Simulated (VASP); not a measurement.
# Li (I4/mmm) in VASP: a series of runs

Li is run at these levels: PBE+D3(BJ); tasks: single point.

Everything below comes from runs of VASP 6.6.1. Logs are shortened: lines on timing, memory, paths and dates and some standing lists are left out, and cuts for length are marked.

## 1. The cell of the first run

The structure is tetragonal, space group I4/mmm (No. 139). Conventional cell: a = 3.114 Å, b = 3.114 Å, c = 4.294 Å, α = 90.00°, β = 90.00°, γ = 90.00°. Within 4.0 Å of Li (site symmetry 4/mmm) lie 12 Li at 3.08 to 3.11 Å.

## 2. Single point, PBE+D3(BJ) (strain -0.0250 x Voigt [0, 1, 0, 0, 0, 0])

INCAR

```
PREC = Accurate ; ENCUT = 520
EDIFF = 1E-7 ; ISMEAR = 0
SIGMA = 0.15 ; LREAL = False
LASPH = True ; NELM = 100
ALGO = Normal ; ISIF = 2
LWAVE = False ; LCHARG = False
GGA = PE ; IVDW = 12
NBANDS = 8
```

KPOINTS

```
Automatic mesh
0
Gamma
  18 18 18
```

POSCAR

```
Li
1.0
    0.0000000000      2.1469500000      2.2020000000
    2.2020000000      0.0000000000      2.2020000000
    2.2020000000      2.1469500000      0.0000000000
Li
1
Direct
    0.0000000000      0.0000000000      0.0000000000
```

Potentials or basis: VASP PAW PBE potentials, release 64 (Li_sv).

On the command line:

```console
cat potpaw_PBE.64/Li_sv/POTCAR > POTCAR
mpirun -np 1 vasp_std > vasp.out
```

OUTCAR:

```text
PREC = Accurate
   ENCUT = 520
   EDIFF = 1E-7
   ISMEAR = 0
   LREAL = False
   LASPH = True
   NELM = 100
   ISIF = 2
   GGA = PE
   IVDW = 12
 IVDW          = 12

 ion  position               nearest neighbor table
   1  0.000  0.000  0.000-

  LATTYP: Found a body centered tetragonal cell.
 ALAT       =     3.1140982643
 C/A-ratio  =     1.3788582233

  Lattice vectors:

 A1 = (   0.0000000000,  -2.1469500000,   2.2020000000)
 A2 = (   0.0000000000,  -2.1469500000,  -2.2020000000)
 A3 = (   2.2020000000,   2.1469500000,   0.0000000000)

Analysis of symmetry for initial positions (statically):
=====================================================================
 Subroutine PRICEL returns:
 Original cell was already a primitive cell.

 Routine SETGRP: Setting up the symmetry group for a
 body centered tetragonal supercell.

 Subroutine GETGRP returns: Found 16 space group operations
 (whereof 16 operations were pure point group operations)
 out of a pool of 16 trial point group operations.

The static configuration has the point symmetry D_4h.

Analysis of symmetry for dynamics (positions and initial velocities):
=====================================================================
 Subroutine PRICEL returns:
 Original cell was already a primitive cell.

 Routine SETGRP: Setting up the symmetry group for a
 body centered tetragonal supercell.

 Subroutine GETGRP returns: Found 16 space group operations
 (whereof 16 operations were pure point group operations)
 out of a pool of 16 trial point group operations.

The dynamic configuration has the point symmetry D_4h.

 Subroutine INISYM returns: Found 16 space group operations
 (whereof 16 operations are pure point group operations),
 and found     1 'primitive' translations

----------------------------------------------------------------------------------------

                                     Primitive cell

  volume of cell :      20.8203

  direct lattice vectors                    reciprocal lattice vectors
     0.000000000  2.146950000  2.202000000    -0.227066303  0.232888516  0.227066303
     2.202000000  0.000000000  2.202000000     0.227066303 -0.232888516  0.227066303
     2.202000000  2.146950000  0.000000000     0.227066303  0.232888516 -0.227066303

  length of vectors
     3.075418395  3.114098264  3.075418395     0.396680316  0.396680316  0.396680316

  position of ions in fractional coordinates (direct lattice)
     0.000000000  0.000000000  0.000000000

  ion indices of the primitive-cell ions
   primitive index   ion index
                 1           1

----------------------------------------------------------------------------------------

 KPOINTS: Automatic mesh

Automatic generation of k-mesh.
 Grid dimensions read from file:
 generate k-points for:   18   18   18

 Generating k-lattice:

  Cartesian coordinates                     Fractional coordinates (reciprocal lattice)
    -0.012614795  0.012938251  0.012614795     0.055555556  0.000000000 -0.000000000
     0.012614795 -0.012938251  0.012614795     0.000000000  0.055555556  0.000000000
     0.012614795  0.012938251 -0.012614795    -0.000000000  0.000000000  0.055555556

  Length of vectors
     0.022037795  0.022037795  0.022037795

  Shift w.r.t. Gamma in fractional coordinates (k-lattice)
     0.000000000  0.000000000  0.000000000

 Subroutine IBZKPT returns following result:
 ===========================================

 Found    480 irreducible k-points:

 Following reciprocal coordinates:
            Coordinates               Weight
  0.000000  0.000000  0.000000      1.000000
  0.055556  0.000000  0.000000      8.000000
  0.111111  0.000000  0.000000      8.000000
  0.166667  0.000000  0.000000      8.000000
  0.222222  0.000000  0.000000      8.000000
  0.277778  0.000000  0.000000      8.000000
[... 16 lines left out ...]
 -0.277778  0.055556 -0.000000     16.000000
 -0.222222  0.055556 -0.000000     16.000000
 [... further k-points ...]
   k-points           NKPTS =    480   k-points in BZ     NKDIM =    480   number of bands    NBANDS=      8
   number of dos      NEDOS =    301   number of ions     NIONS =      1
   total plane-waves  NPLWV =  13824
   dimension x,y,z NGX =    24 NGY =   24 NGZ =   24
   dimension x,y,z NGXF=    48 NGYF=   48 NGZF=   48
   ions per type =               1
   NGX,Y,Z   is equivalent  to a cutoff of  12.97, 12.81, 12.97 a.u.
   NGXF,Y,Z  is equivalent  to a cutoff of  25.95, 25.62, 25.95 a.u.
 SYSTEM =  unknown system
   PREC   = accura    normal or accurate (medium, high low for compatibility)
   ISTART =      0    job   : 0-new  1-cont  2-samecut
   ICHARG =      2    charge: 1-file 2-atom 10-const
   ISPIN  =      1    spin polarized calculation?
   LNONCOLLINEAR =      F non collinear calculations
   LSORBIT =      F    spin-orbit coupling
   LASPH  =      T    aspherical Exc in radial PAW
   ENCUT  =  520.0 eV  38.22 Ry    6.18 a.u.   5.72  5.79  5.72*2*pi/ulx,y,z
   NELM   =    100;   NELMIN=  2; NELMDL= -5     # of ELM steps
   EDIFF  = 0.1E-06   stopping-criterion for ELM
   LREAL  =      F    real-space projection
   EDIFFG = 0.1E-05   stopping-criterion for IOM
   NSW    =      0    number of steps for IOM
   IBRION =     -1    ionic relax: 0-MD 1-quasi-New 2-CG
   NFREE  =      0    steps in history (QN), initial steepest desc. (CG)
   ISIF   =      2    stress and relaxation
   ISYM   =      2    0-nonsym 1-usesym 2-fastsym
   POTIM  = 0.5000    time-step for ionic-motion
   TEBEG  =    0.0;   TEEND  =   0.0 temperature during run
   PSTRESS=    0.0 pullay stress
   NELECT =       3.0000    total number of electrons
   NUPDOWN=      -1.0000    fix difference up-down
   EMIN   =  10.00;   EMAX   =-10.00  energy-range for DOS
   EFERMI =   0.00;   METHOD = LEGACY
   ISMEAR =     0;   SIGMA  =   0.15  broadening in eV -4-tet -1-fermi 0-gaus
   EFERMI_NEDOS =   21; number of points for ismear=-14 and -15
   IALGO  =     38    algorithm
   IMIX   =      4    mixing-type and parameters
     AMIX     =   0.40;   BMIX     =  1.00
     AMIX_MAG =   1.60;   BMIX_MAG =  1.00
  volume/ion in A,a.u.               =      20.82       140.50
  Fermi-wavevector in a.u.,A,eV,Ry     =   0.858262  1.621879 10.022230  0.736613
  Thomas-Fermi vector in A             =   1.975440
   LORBIT       =      0    0 simple, 1 ext, 2 COOP (PROOUT), +10 PAW based schemes
   GGA     = PE    functional components
   LHFCALC =     F    Hartree Fock is set to
   AEXX    =    0.0000 exact exchange contribution
   IVDW    =    12    specifies the selected vdW correction
   LEPSILON=     F    determine dielectric tensor
   LRPA    =     F    only Hartree local field effects (RPA)
 non-spin polarized calculation
 Gauss-broadening in eV      SIGMA  =   0.15
  energy-cutoff  :      520.00
  volume of cell :       20.82
 maximum number of plane-waves:       574
   NGX = 11   NGY = 11   NGZ = 11

 number of electron       3.0000001 magnetization

 Free energy of the ion-electron system (eV)
  ---------------------------------------------------
  ext. energy  EPLUGINS =         0.00000000
  ---------------------------------------------------
  free energy    TOTEN  =        -1.90922876 eV

  energy without entropy =       -1.90441995  energy(sigma->0) =       -1.90682436

 E-fermi :   0.5564     XC(G=0):  -6.9793

 val. band max:        0.5469387855   @ k =   0.5000   0.0000   0.0000
 cond. band min:       0.5588818813   @ k =   0.4444   0.0000   0.2778
 fundamental gap:      0.0119430958
 Fermi energy:         0.5564499515

 k-point     1 :       0.0000    0.0000    0.0000
  band No.  band energies     occupation
      1     -46.0232      2.00000
      2      -2.9739      2.00000
      3      14.6106      0.00000
      4      14.6447      0.00000
      5      14.6448      0.00000
      6      18.4544      0.00000
      7      18.4544      0.00000
      8      18.5392      0.00000

 k-point     2 :       0.0556    0.0000    0.0000
  band No.  band energies     occupation
      1     -46.0228      2.00000
      2      -2.9194      2.00000
      3      14.0225      0.00000
      4      14.5041      0.00000
      5      14.5086      0.00000
      6      17.8656      0.00000
      7      18.6846      0.00000
      8      18.7262      0.00000

 k-point     3 :       0.1111    0.0000    0.0000
  band No.  band energies     occupation
      1     -46.0214      2.00000
      2      -2.7556      2.00000
      3      12.5798      0.00000
      4      14.1734      0.00000
      5      14.2356      0.00000
      6      17.6816      0.00000
      7      19.2122      0.00000
      8      19.2618      0.00000

 k-point     4 :       0.1667    0.0000    0.0000
  band No.  band energies     occupation
      1     -46.0193      2.00000
      2      -2.4824      2.00000
      3      10.8858      0.00000
      4      13.7938      0.00000
      5      13.9212      0.00000
      6      17.8393      0.00000
      7      19.4906      0.00000
      8      19.7083      0.00000

 k-point     5 :       0.2222    0.0000    0.0000
  band No.  band energies     occupation
      1     -46.0167      2.00000
      2      -2.1010      2.00000
      3       9.1947      0.00000
      4      13.4471      0.00000
      5      13.6383      0.00000
      6      18.0916      0.00000
      7      18.9939      0.00000
      8      19.3792      0.00000

 k-point     6 :       0.2778    0.0000    0.0000
  band No.  band energies     occupation
      1     -46.0139      2.00000
      2      -1.6145      2.00000
      3       7.5943      0.00000
      4      13.1673      0.00000
      5      13.4182      0.00000
      6      18.1736      0.00000
      7      18.2413      0.00000
      8      18.7471      0.00000

 k-point     7 :       0.3333    0.0000    0.0000
  band No.  band energies     occupation
      1     -46.0112      2.00000
      2      -1.0327      2.00000
      3       6.1276      0.00000
      4      12.9635      0.00000
      5      13.2681      0.00000
      6      17.5594      0.00000
      7      17.9072      0.00000
      8      18.1887      0.00000
[... 133 lines left out ...]
 k-point    20 :      -0.4444    0.0556    0.0000
  band No.  band energies     occupation
      1     -46.0072      2.00000
      2       0.4650      1.61144
      3       3.6109      0.00000
      4      12.2951      0.00000
      5      12.9455      0.00000
      6      16.0034      0.00000
      7      17.2298      0.00000
      8      18.9604      0.00000

 k-point    21 :      -0.3889    0.0556    0.0000
  band No.  band energies     occupation
      1     -46.0083      2.00000
      2      -0.1022      2.00000
      3       4.4751      0.00000
      4      12.1783      0.00000
      5      13.2004      0.00000
      6      16.3722      0.00000
      7      17.2854      0.00000
      8      19.1567      0.00000

 k-point    22 :      -0.3333    0.0556   -0.0000
  band No.  band energies     occupation
      1     -46.0102      2.00000
      2      -0.7621      2.00000
      3       5.6862      0.00000
      4      12.1568      0.00000
      5      13.4860      0.00000
      6      16.8494      0.00000
      7      17.5790      0.00000
      8      19.4452      0.00000

 k-point    23 :      -0.2778    0.0556   -0.0000
  band No.  band energies     occupation
      1     -46.0126      2.00000
      2      -1.3736      2.00000
      3       7.0960      0.00000
      4      12.2412      0.00000
      5      13.7855      0.00000
      6      17.4049      0.00000
      7      18.0592      0.00000
      8      19.4955      0.00000

 k-point    24 :      -0.2222    0.0556   -0.0000
  band No.  band energies     occupation
      1     -46.0154      2.00000
      2      -1.8955      2.00000
      3       8.6497      0.00000
      4      12.4344      0.00000
      5      14.0908      0.00000
      6      17.8795      0.00000
      7      18.5303      0.00000
      8      19.4896      0.00000

 [... further k-points ...]

------------------------ aborting loop because EDIFF is reached ----------------------------------------

 Edisp (eV)   -0.16458

 E8    (eV) :    -0.0686

  FORCE on cell =-STRESS in cart. coord.  units (eV):
  Direction    XX          YY          ZZ          XY          YZ          ZX
  --------------------------------------------------------------------------------------
  -------------------------------------------------------------------------------------
  Total      -0.22910    -0.21129    -0.22910     0.00000    -0.00000     0.00000
  in kB     -17.62973   -16.25947   -17.62973     0.00000    -0.00000     0.00000
  external pressure =      -17.17 kB  Pullay stress =        0.00 kB

 VOLUME and BASIS-vectors are now :
 -----------------------------------------------------------------------------
  energy-cutoff  :      520.00
  volume of cell :       20.82
      direct lattice vectors                 reciprocal lattice vectors
     0.000000000  2.146950000  2.202000000    -0.227066303  0.232888516  0.227066303
     2.202000000  0.000000000  2.202000000     0.227066303 -0.232888516  0.227066303
     2.202000000  2.146950000  0.000000000     0.227066303  0.232888516 -0.227066303

 POSITION                                       TOTAL-FORCE (eV/Angst)
 -----------------------------------------------------------------------------------
      0.00000      0.00000      0.00000         0.000000      0.000000      0.000000
 -----------------------------------------------------------------------------------
    total drift:                               -0.000000     -0.000000     -0.000000

  FREE ENERGIE OF THE ION-ELECTRON SYSTEM (eV)
  ---------------------------------------------------
  free  energy   TOTEN  =        -2.0738102458 eV

  energy  without entropy=       -2.0690014267  energy(sigma->0) =       -2.07140584
```

Wall time 36 s (1 thread of AMD EPYC 9R14 (Zen 4), shared host); peak memory 0.15 GiB.

Results:

```yaml
Free_energy: -2.0738 eV
Dispersion_energy_per_atom: -0.165 eV
```

Caveat: the cell differs from its parent crystal (strain -0.0250 x Voigt [0, 1, 0, 0, 0, 0]); the cutoff is under 1.25 times the usual one of these potentials, so pressure, stress and relaxed cells hold a basis-set (Pulay) error; pairwise dispersion overbinds metals, which lowers pressure and volume.

## 3. Single point, PBE+D3(BJ) (strain +0.0250 x Voigt [0, 1, 0, 0, 0, 0])

INCAR

```
PREC = Accurate
ENCUT = 520
EDIFF = 1E-6
ISMEAR = 0
SIGMA = 0.15
LREAL = False
LASPH = True
NELM = 80
ALGO = Normal
ISIF = 2
LWAVE = False
LCHARG = False
GGA = PE
IVDW = 12
NBANDS = 8
```

KPOINTS

```
regular mesh
0
Gamma
  18 18 18
```

POSCAR

```
Li
1.0
    0.0000000000      2.2570500000      2.2020000000
    2.2020000000      0.0000000000      2.2020000000
    2.2020000000      2.2570500000      0.0000000000
Li
1
Direct
    0.0000000000      0.0000000000      0.0000000000
```

Potentials or basis: VASP PAW PBE potentials, release 64 (Li_sv).

On the command line:

```console
cat potpaw_PBE.64/Li_sv/POTCAR > POTCAR
mpirun -np 1 vasp_std > vasp.out
```

OUTCAR:

```text
PREC = Accurate
   ENCUT = 520
   EDIFF = 1E-6
   ISMEAR = 0
   LREAL = False
   LASPH = True
   NELM = 80
   ISIF = 2
   GGA = PE
   IVDW = 12
 IVDW          = 12

 ion  position               nearest neighbor table
   1  0.000  0.000  0.000-

  LATTYP: Found a body centered tetragonal cell.
 ALAT       =     3.1140982643
 C/A-ratio  =     1.4495689014

  Lattice vectors:

 A1 = (   0.0000000000,  -2.2570500000,   2.2020000000)
 A2 = (   0.0000000000,  -2.2570500000,  -2.2020000000)
 A3 = (   2.2020000000,   2.2570500000,   0.0000000000)

Analysis of symmetry for initial positions (statically):
=====================================================================
 Subroutine PRICEL returns:
 Original cell was already a primitive cell.

 Routine SETGRP: Setting up the symmetry group for a
 body centered tetragonal supercell.

 Subroutine GETGRP returns: Found 16 space group operations
 (whereof 16 operations were pure point group operations)
 out of a pool of 16 trial point group operations.

The static configuration has the point symmetry D_4h.

[... 161 lines left out ...]
 cond. band min:       0.4335646757   @ k =   0.5000   0.0000   0.0000
 fundamental gap:      0.0210834446
 Fermi energy:         0.4235665332

 k-point     1 :       0.0000    0.0000    0.0000
  band No.  band energies     occupation
      1     -46.2420      2.00000
      2      -3.0411      2.00000
      3      14.0007      0.00000
      4      14.0007      0.00000
      5      14.0219      0.00000
      6      17.7280      0.00000
      7      17.8119      0.00000
      8      17.8119      0.00000
[... 243 lines left out ...]
 k-point    24 :      -0.2222    0.0556    0.0000
  band No.  band energies     occupation
      1     -46.2355      2.00000
      2      -1.9921      2.00000
      3       8.2725      0.00000
      4      12.0383      0.00000
      5      13.3719      0.00000
      6      17.1107      0.00000
      7      17.6102      0.00000
      8      18.4942      0.00000

 [... further k-points ...]

------------------------ aborting loop because EDIFF is reached ----------------------------------------

 Edisp (eV)   -0.15662

 E8    (eV) :    -0.0653

  FORCE on cell =-STRESS in cart. coord.  units (eV):
  Direction    XX          YY          ZZ          XY          YZ          ZX
  --------------------------------------------------------------------------------------
  -------------------------------------------------------------------------------------
  Total      -0.28987    -0.30674    -0.28987     0.00000     0.00000     0.00000
  in kB     -21.21839   -22.45327   -21.21839     0.00000     0.00000     0.00000
  external pressure =      -21.63 kB  Pullay stress =        0.00 kB

 VOLUME and BASIS-vectors are now :
 -----------------------------------------------------------------------------
  energy-cutoff  :      520.00
  volume of cell :       21.89
      direct lattice vectors                 reciprocal lattice vectors
     0.000000000  2.257050000  2.202000000    -0.227066303  0.221528101  0.227066303
     2.202000000  0.000000000  2.202000000     0.227066303 -0.221528101  0.227066303
     2.202000000  2.257050000  0.000000000     0.227066303  0.221528101 -0.227066303

 POSITION                                       TOTAL-FORCE (eV/Angst)
 -----------------------------------------------------------------------------------
      0.00000      0.00000      0.00000         0.000000      0.000000      0.000000
 -----------------------------------------------------------------------------------
    total drift:                               -0.000000     -0.000000     -0.000000

  FREE ENERGIE OF THE ION-ELECTRON SYSTEM (eV)
  ---------------------------------------------------
  free  energy   TOTEN  =        -2.0615289199 eV

  energy  without entropy=       -2.0566567188  energy(sigma->0) =       -2.05909282
```

stdout:

```text
POSCAR found type information on POSCAR Li
 POSCAR found :  1 types and       1 ions
 scaLAPACK will be used
 LDA part: xc-table for (Slater+PW92), standard interpolation
 POSCAR, INCAR and KPOINTS ok, starting setup
 FFT: planning ... GRIDC
 FFT: planning ... GRID_SOFT
 FFT: planning ... GRID
 WAVECAR not read
 entering main loop
```

Run time: 29 s. Hardware: 1 thread of AMD EPYC 9R14 (Zen 4), shared host; peak memory 0.16 GiB.

What came out:

```
Free energy                : -2.0615 eV
Dispersion energy per atom : -0.157 eV
```

Caveat: the cell differs from its parent crystal (strain +0.0250 x Voigt [0, 1, 0, 0, 0, 0]); the cutoff is under 1.25 times the usual one of these potentials, so pressure, stress and relaxed cells hold a basis-set (Pulay) error; pairwise dispersion overbinds metals, which lowers pressure and volume.
